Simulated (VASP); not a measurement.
# GeCl5 (F-43m) in VASP: notebook

GeCl5 is run at these levels: PBE; tasks: single point, relaxation of cell and atoms.

Everything below comes from runs of VASP 6.6.1. Logs are shortened: lines on timing, memory, paths and dates and some standing lists are left out, and cuts for length are marked.

## (1) The cell of the first run

Symmetry: F-43m, No. 216, cubic system. The conventional cell has a = 8.112 Å, b = 8.112 Å, c = 8.112 Å, α = 90.00°, β = 90.00°, γ = 90.00°. Ge (site symmetry -43m) has 16 Cl at 3.36 to 3.51 Å within 4.4 Å. Cl (site symmetry 3m) has 9 Cl at 2.87 to 3.36 Å and 3 Ge at 3.36 Å within 3.8 Å. Cl (site symmetry -43m) has 12 Cl at 3.36 Å and 4 Ge at 3.51 Å within 4.4 Å.

## (2) Single point, PBE

Contents of INCAR:

```
ALGO = Normal ; EDIFF = 1E-7
ENCUT = 520 ; GGA = PE
ISIF = 2 ; ISMEAR = 0
LASPH = True ; LCHARG = False
LREAL = False ; LWAVE = False
NBANDS = 34 ; NELM = 60
PREC = Accurate ; SIGMA = 0.1
```

Contents of KPOINTS:

```
k-points
0
Gamma
  8 8 8
```

Contents of POSCAR:

```
GeCl5
1.0
    0.0000000000      4.0562447911      4.0562447911
    4.0562447911      0.0000000000      4.0562447911
    4.0562447911      4.0562447911      0.0000000000
Ge Cl
1 5
Direct
    0.0000000000      0.0000000000      0.0000000000
    0.3750011120      0.3750011120      0.8749966639
    0.3750011120      0.8749966639      0.3750011120
    0.8749966639      0.3750011120      0.3750011120
    0.3750011120      0.3750011120      0.3750011120
    0.7500000000      0.7500000000      0.7500000000
```

Potentials or basis: VASP PAW PBE potentials, release 64 (Ge_d, Cl).

Command:

```bash
> cat potpaw_PBE.64/Ge_d/POTCAR potpaw_PBE.64/Cl/POTCAR > POTCAR
> mpirun -np 1 vasp_std > vasp.out
```

OUTCAR:

```text
EDIFF = 1E-7
   ENCUT = 520
   GGA = PE
   ISIF = 2
   ISMEAR = 0
   LASPH = True
   LREAL = False
   NELM = 60
   PREC = Accurate

 ion  position               nearest neighbor table
   1  0.000  0.000  0.000-
   2  0.375  0.375  0.875-
   3  0.375  0.875  0.375-
   4  0.875  0.375  0.375-
   5  0.375  0.375  0.375-
   6  0.750  0.750  0.750-

  LATTYP: Found a face centered cubic cell.
 ALAT       =     8.1124895822

  Lattice vectors:

 A1 = (   0.0000000000,   4.0562447911,   4.0562447911)
 A2 = (   4.0562447911,   0.0000000000,   4.0562447911)
 A3 = (   4.0562447911,   4.0562447911,   0.0000000000)

Analysis of symmetry for initial positions (statically):
=====================================================================
 Subroutine PRICEL returns:
 Original cell was already a primitive cell.

 Routine SETGRP: Setting up the symmetry group for a
 face centered cubic supercell.

 Subroutine GETGRP returns: Found 24 space group operations
 (whereof 24 operations were pure point group operations)
 out of a pool of 48 trial point group operations.

The static configuration has the point symmetry T_d .

Analysis of symmetry for dynamics (positions and initial velocities):
=====================================================================
 Subroutine PRICEL returns:
 Original cell was already a primitive cell.

 Routine SETGRP: Setting up the symmetry group for a
 face centered cubic supercell.

 Subroutine GETGRP returns: Found 24 space group operations
 (whereof 24 operations were pure point group operations)
 out of a pool of 48 trial point group operations.

The dynamic configuration has the point symmetry T_d .

 Subroutine INISYM returns: Found 24 space group operations
 (whereof 24 operations are pure point group operations),
 and found     1 'primitive' translations

----------------------------------------------------------------------------------------

                                     Primitive cell

  volume of cell :     133.4758

  direct lattice vectors                    reciprocal lattice vectors
     0.000000000  4.056244791  4.056244791    -0.123266722  0.123266722  0.123266722
     4.056244791  0.000000000  4.056244791     0.123266722 -0.123266722  0.123266722
[... 93 lines left out ...]
   EDIFF  = 0.1E-06   stopping-criterion for ELM
   LREAL  =      F    real-space projection
   EDIFFG = 0.1E-05   stopping-criterion for IOM
   NSW    =      0    number of steps for IOM
   IBRION =     -1    ionic relax: 0-MD 1-quasi-New 2-CG
   NFREE  =      0    steps in history (QN), initial steepest desc. (CG)
   ISIF   =      2    stress and relaxation
   ISYM   =      2    0-nonsym 1-usesym 2-fastsym
   POTIM  = 0.5000    time-step for ionic-motion
   TEBEG  =    0.0;   TEEND  =   0.0 temperature during run
   PSTRESS=    0.0 pullay stress
   NELECT =      49.0000    total number of electrons
   NUPDOWN=      -1.0000    fix difference up-down
   EMIN   =  10.00;   EMAX   =-10.00  energy-range for DOS
   EFERMI =   0.00;   METHOD = LEGACY
   ISMEAR =     0;   SIGMA  =   0.10  broadening in eV -4-tet -1-fermi 0-gaus
   EFERMI_NEDOS =   21; number of points for ismear=-14 and -15
   IALGO  =     38    algorithm
   IMIX   =      4    mixing-type and parameters
     AMIX     =   0.40;   BMIX     =  1.00
     AMIX_MAG =   1.60;   BMIX_MAG =  1.00
  volume/ion in A,a.u.               =      22.25       150.12
  Fermi-wavevector in a.u.,A,eV,Ry     =   1.172212  2.215159 18.695496  1.374080
  Thomas-Fermi vector in A             =   2.308644
   LORBIT       =      0    0 simple, 1 ext, 2 COOP (PROOUT), +10 PAW based schemes
   GGA     = PE    functional components
   LHFCALC =     F    Hartree Fock is set to
   AEXX    =    0.0000 exact exchange contribution
   IVDW    =     0    specifies the selected vdW correction
   LEPSILON=     F    determine dielectric tensor
   LRPA    =     F    only Hartree local field effects (RPA)
 non-spin polarized calculation
 Gauss-broadening in eV      SIGMA  =   0.10
  energy-cutoff  :      520.00
  volume of cell :      133.48
 maximum number of plane-waves:      3647
 NGX is ok and might be reduce to    48
   NGX = 21   NGY = 21   NGZ = 21

 number of electron      49.0000001 magnetization

 Free energy of the ion-electron system (eV)
  ---------------------------------------------------
  ext. energy  EPLUGINS =         0.00000000
  ---------------------------------------------------
  free energy    TOTEN  =       -10.73564543 eV

  energy without entropy =      -10.70308419  energy(sigma->0) =      -10.71936481

 E-fermi :   2.5072     XC(G=0):  -9.4764

 val. band max:        2.4770340198   @ k =  -0.3750   0.2500   0.1250
 cond. band min:       2.5183537091   @ k =   0.1250   0.0000   0.0000
 fundamental gap:      0.0413196892
 Fermi energy:         2.5071508446

 k-point     1 :       0.0000    0.0000    0.0000
  band No.  band energies     occupation
      1     -23.7229      2.00000
      2     -23.7229      2.00000
      3     -23.7225      2.00000
      4     -23.7225      2.00000
      5     -23.7225      2.00000
      6     -13.3283      2.00000
[... 877 lines left out ...]
     33      12.2520      0.00000
     34      12.5598      0.00000

 [... further k-points ...]

------------------------ aborting loop because EDIFF is reached ----------------------------------------

  FORCE on cell =-STRESS in cart. coord.  units (eV):
  Direction    XX          YY          ZZ          XY          YZ          ZX
  --------------------------------------------------------------------------------------
  -------------------------------------------------------------------------------------
  Total       -0.0601545     -0.0601545     -0.0601545     -0.0000000     -0.0000000      0.0000000
  in kB       -0.7220652     -0.7220652     -0.7220652     -0.0000000     -0.0000000      0.0000000
  external PRESSURE =      -0.7220652 kB  Pullay stress =       0.0000000 kB

 VOLUME and BASIS-vectors are now :
 -----------------------------------------------------------------------------
  energy-cutoff  :      520.00
  volume of cell :      133.48
      direct lattice vectors                 reciprocal lattice vectors
     0.000000000  4.056244791  4.056244791    -0.123266722  0.123266722  0.123266722
     4.056244791  0.000000000  4.056244791     0.123266722 -0.123266722  0.123266722
     4.056244791  4.056244791  0.000000000     0.123266722  0.123266722 -0.123266722

 POSITION                                       TOTAL-FORCE (eV/Angst)
 -----------------------------------------------------------------------------------
      0.00000      0.00000      0.00000         0.000000      0.000000      0.000000
      5.07030      5.07030      3.04219         0.003205      0.003205     -0.003205
      5.07030      3.04219      5.07030         0.003205     -0.003205      0.003205
      3.04219      5.07030      5.07030        -0.003205      0.003205      0.003205
      3.04219      3.04219      3.04219        -0.003205     -0.003205     -0.003205
      6.08437      6.08437      6.08437         0.000000      0.000000      0.000000
 -----------------------------------------------------------------------------------
    total drift:                                0.000001      0.000001      0.000001

  FREE ENERGIE OF THE ION-ELECTRON SYSTEM (eV)
  ---------------------------------------------------
  free  energy   TOTEN  =       -10.7356454277 eV

  energy  without entropy=      -10.7030841945  energy(sigma->0) =      -10.71936481
```

OSZICAR:

```text
N       E                     dE             d eps       ncg     rms          rms(c)
DAV:   1     0.445329770580E+03    0.44533E+03   -0.21877E+04  2728   0.209E+03
DAV:   2     0.478553892318E+02   -0.39747E+03   -0.37254E+03  2524   0.635E+02
DAV:   3    -0.975091834040E+01   -0.57606E+02   -0.56043E+02  2102   0.136E+02
DAV:   4    -0.126625378843E+02   -0.29116E+01   -0.28986E+01  2552   0.378E+01
DAV:   5    -0.127543165528E+02   -0.91779E-01   -0.91723E-01  2520   0.629E+00    0.105E+01
DAV:   6    -0.109630655046E+02    0.17913E+01   -0.13843E+00  2542   0.848E+00    0.622E+00
DAV:   7    -0.107474165614E+02    0.21565E+00   -0.79381E-01  2520   0.396E+00    0.298E+00
DAV:   8    -0.107464394636E+02    0.97710E-03   -0.17347E-01  2428   0.238E+00    0.114E+00
DAV:   9    -0.107565636878E+02   -0.10124E-01   -0.62827E-02  2534   0.147E+00    0.858E-01
DAV:  10    -0.107354564289E+02    0.21107E-01   -0.25502E-02  2430   0.106E+00    0.199E-01
DAV:  11    -0.107356420665E+02   -0.18564E-03   -0.30104E-03  2504   0.315E-01    0.114E-01
DAV:  12    -0.107357699157E+02   -0.12785E-03   -0.50134E-04  2430   0.117E-01    0.609E-02
DAV:  13    -0.107356429029E+02    0.12701E-03   -0.18062E-04  2496   0.917E-02    0.880E-03
DAV:  14    -0.107356454282E+02   -0.25253E-05   -0.28554E-05  2428   0.239E-02    0.102E-02
DAV:  15    -0.107356454277E+02    0.52842E-09   -0.65119E-07  2408   0.440E-03
   1 F= -.10735645E+02 E0= -.10719365E+02  d E =-.325612E-01
```

stdout:

```text
POSCAR found type information on POSCAR GeCl
 POSCAR found :  2 types and       6 ions
 scaLAPACK will be used
 LDA part: xc-table for (Slater+PW92), standard interpolation
 POSCAR, INCAR and KPOINTS ok, starting setup
 FFT: planning ... GRIDC
 FFT: planning ... GRID_SOFT
 FFT: planning ... GRID
 WAVECAR not read
 entering main loop
```

Run time: 94 s. Hardware: 1 thread of Intel Xeon 6975P-C (Granite Rapids), shared host; peak memory 0.35 GiB.

Results:

| Item | Value |
| --- | --- |
| Free energy | -10.7356 eV |
| Pressure | -0.1 GPa |
| Band gap on the k mesh | zero (an odd number of electrons rules out a gap without spin polarisation) |

Caveat: an odd number of electrons without spin polarisation forces a metal; a magnetic or distorted state may lie lower.

## (3) Relaxation of cell and atoms, PBE

This run uses another cell than the first one, of 27.30 Å³/atom.

Contents of INCAR:

```
SYSTEM = GeCl5
PREC = Accurate
ENCUT = 600
EDIFF = 1E-6
ISMEAR = 0
SIGMA = 0.1
LREAL = .False.
LASPH = .True.
NELM = 60
ALGO = Normal
ISIF = 3
LWAVE = .False.
LCHARG = .False.
GGA = PE
IBRION = 2
NSW = 90
EDIFFG = -0.04
```

Contents of KPOINTS:

```
Automatic mesh
0
Gamma
  4 4 4
  0 0 0
```

Contents of POSCAR:

```
GeCl5
1.0
    0.0000000000      4.3427092000      4.3427092000
    4.3427092000      0.0000000000      4.3427092000
    4.3427092000      4.3427092000      0.0000000000
Ge Cl
1 5
Direct
    0.0000000000      0.0000000000      0.0000000000
    0.1250000000      0.6250000000      0.6250000000
    0.6250000000      0.6250000000      0.6250000000
    0.6250000000      0.1250000000      0.6250000000
    0.6250000000      0.6250000000      0.1250000000
    0.2500000000      0.2500000000      0.2500000000
```

Potentials or basis: VASP PAW PBE potentials, release 64 (Ge_d, Cl).

Command:

```bash
> cat potpaw_PBE.64/Ge_d/POTCAR potpaw_PBE.64/Cl/POTCAR > POTCAR
> mpirun -np 1 vasp_std > vasp.out
```

Run time: 1.8 min. Hardware: 1 thread of Intel Xeon 6975P-C (Granite Rapids), shared host; peak memory 0.37 GiB.

It converged, with:

```yaml
Free_energy: -10.8008 eV
Relaxed_volume: 22.11 Å³/atom
Relaxed_cell: a = 5.725 Å, b = 5.725 Å, c = 5.725 Å, α = 60.00°, β = 60.00°, γ = 60.00°
Space_group_after_relaxing_to_0.1_Å: F-43m (No. 216)
Energy_gained_by_relaxing: 87.1 meV/atom
Ionic_steps: 4
Pressure_after_relaxing: 0.0 GPa
Band_gap_on_the_k_mesh: zero (an odd number of electrons rules out a gap without spin polarisation)
```

Step by step:
```csv
step,energy change (eV),largest force (eV/Å),pressure (GPa),volume (Å³)
1,0.0000,0.0590,-4.41,163.80
2,-0.3944,0.0276,-2.72,146.64
3,-0.5198,0.0110,-0.46,134.77
4,-0.5223,0.0202,0.02,132.66
```

Final structure:
```cif
data_structure
_symmetry_space_group_name_H-M 'P 1'
_symmetry_Int_Tables_number 1
_cell_length_a 5.7247
_cell_length_b 5.7247
_cell_length_c 5.7247
_cell_angle_alpha 60.000
_cell_angle_beta 60.000
_cell_angle_gamma 60.000
_cell_volume 132.66
loop_
_atom_site_label
_atom_site_type_symbol
_atom_site_fract_x
_atom_site_fract_y
_atom_site_fract_z
_atom_site_occupancy
Ge1 Ge 0.00000 0.00000 0.00000 1
Cl1 Cl 0.12392 0.62536 0.62536 1
Cl2 Cl 0.62536 0.62536 0.62536 1
Cl3 Cl 0.62536 0.12392 0.62536 1
Cl4 Cl 0.62536 0.62536 0.12392 1
Cl5 Cl 0.25000 0.25000 0.25000 1
```

Levels at points of the mesh, in eV from the Fermi level:
```csv
k point,band 20,band 21,band 22,band 23,band 24,band 25,band 26,band 27,band 28,band 29
"(0.00, 0.00, 0.00)",-1.22,-0.11,-0.11,-0.11,0.38,0.38,0.38,2.28,2.28,2.28
"(0.50, 0.00, 0.00)",-1.98,-1.03,-0.41,-0.41,-0.10,0.49,0.49,1.65,2.26,2.26
"(0.50, 0.50, 0.00)",-1.81,-1.80,-0.57,-0.37,-0.37,0.34,0.34,1.65,2.04,2.04
```

Caveat: the volume moved by over 15 % at a fixed basis, so the end points are rough; an odd number of electrons without spin polarisation forces a metal; a magnetic or distorted state may lie lower.

## (4) Relaxation of cell and atoms, PBE

This run uses another cell than the first one, of 22.15 Å³/atom.

Contents of INCAR:

```
SYSTEM = GeCl5
PREC = Accurate ; ENCUT = 600
EDIFF = 1E-6 ; ISMEAR = 0
SIGMA = 0.1 ; LREAL = .False.
LASPH = .True. ; NELM = 100
ALGO = Normal ; ISIF = 3
LWAVE = .False. ; LCHARG = .False.
GGA = PE ; IBRION = 2
NSW = 100 ; EDIFFG = -0.01
```

Contents of KPOINTS:

```
regular mesh
0
Gamma
  8 8 8
  0 0 0
```

Contents of POSCAR:

```
GeCl5
1.0
    0.0000000000      4.0506131669      4.0506131669
    4.0506131669      0.0000000000      4.0506131669
    4.0506131669      4.0506131669      0.0000000000
Ge Cl
1 5
Direct
    0.0000000000      0.0000000000      0.0000000000
    0.3748891624      0.3748891624      0.8753325129
    0.3748891624      0.8753325129      0.3748891624
    0.8753325129      0.3748891624      0.3748891624
    0.3748891624      0.3748891624      0.3748891624
    0.7500000000      0.7500000000      0.7500000000
```

Command:

```bash
> cat potpaw_PBE.64/Ge_d/POTCAR potpaw_PBE.64/Cl/POTCAR > POTCAR
> mpirun -np 1 vasp_std > vasp.out
```

It took 1.8 min on 1 thread of Intel Xeon 6975P-C (Granite Rapids), shared host; peak memory 0.39 GiB.

The run converged. Its results:

```yaml
Free_energy: -10.7356 eV
Relaxed_volume: 22.22 Å³/atom
Relaxed_cell: a = 5.734 Å, b = 5.734 Å, c = 5.734 Å, α = 60.00°, β = 60.00°, γ = 60.00°
Space_group_after_relaxing_to_0.1_Å: F-43m (No. 216)
Energy_gained_by_relaxing: 0.0 meV/atom
Ionic_steps: 2
Pressure_after_relaxing: 0.1 GPa
Largest_force_after_relaxing: 0.006 eV/Å
Band_gap_on_the_k_mesh: zero (an odd number of electrons rules out a gap without spin polarisation)
```

Forces in eV/Å, atoms in the order of the input:
```
Ge   0.000  0.000  0.000
Cl  -0.003 -0.003  0.003
Cl  -0.003  0.003 -0.003
Cl   0.003 -0.003 -0.003
Cl   0.003  0.003  0.003
Cl   0.000  0.000  0.000
```

The path:
```tsv
step	energy change (eV)	largest force (eV/Å)	pressure (GPa)	volume (Å³)
1	0.0000	0.0145	0.14	132.92
2	-0.0003	0.0055	0.07	133.29
```

Final structure:
```
CELL_PARAMETERS angstrom
0.00000 4.05441 4.05441
4.05441 0.00000 4.05441
4.05441 4.05441 0.00000
ATOMIC_POSITIONS crystal
Ge 0.00000 0.00000 0.00000
Cl 0.37494 0.37494 0.87518
Cl 0.37494 0.87518 0.37494
Cl 0.87518 0.37494 0.37494
Cl 0.37494 0.37494 0.37494
Cl 0.75000 0.75000 0.75000
```

Levels at points of the mesh, in eV from the Fermi level:
```
           k point  band 22  band 23  band 24  band 25  band 26  band 27
(0.00, 0.00, 0.00)    -0.23    -0.23     0.24     0.24     0.24     2.16
(0.50, 0.00, 0.00)    -0.47    -0.47    -0.21     0.36     0.36     1.55
(0.50, 0.50, 0.00)    -0.63    -0.43    -0.43     0.21     0.21     1.54
```

Caveat: an odd number of electrons without spin polarisation forces a metal; a magnetic or distorted state may lie lower.

## (5) The runs side by side

| task | cell | k mesh | cutoff (eV) | gap on the mesh (eV) | pressure (GPa) | relaxed volume (Å³/atom) |
| --- | --- | --- | --- | --- | --- | --- |
| single point | a = 5.736 Å, angles 60.0°, 6 atoms | 8 × 8 × 8 | 520 | none | -0.1 | - |
| relaxation of cell and atoms | relaxed from a = 6.142 Å, angles 60.0°, 6 atoms | 4 × 4 × 4 | 600 | none | 0.0 | 22.11 |
| relaxation of cell and atoms | relaxed from a = 5.728 Å, angles 60.0°, 6 atoms | 8 × 8 × 8 | 600 | none | 0.1 | 22.22 |

Alike in all rows: level PBE; potentials or basis VASP PAW PBE potentials, release 64 (Ge_d, Cl); no spin polarisation; smearing gaussian 0.1 eV.

Caveats: an odd number of electrons without spin polarisation forces a metal; a magnetic or distorted state may lie lower; the volume moved by over 15 % at a fixed basis, so the end points are rough (at least some runs).

Total energies depend on the potentials used, so only differences within one code and one set of settings carry meaning.
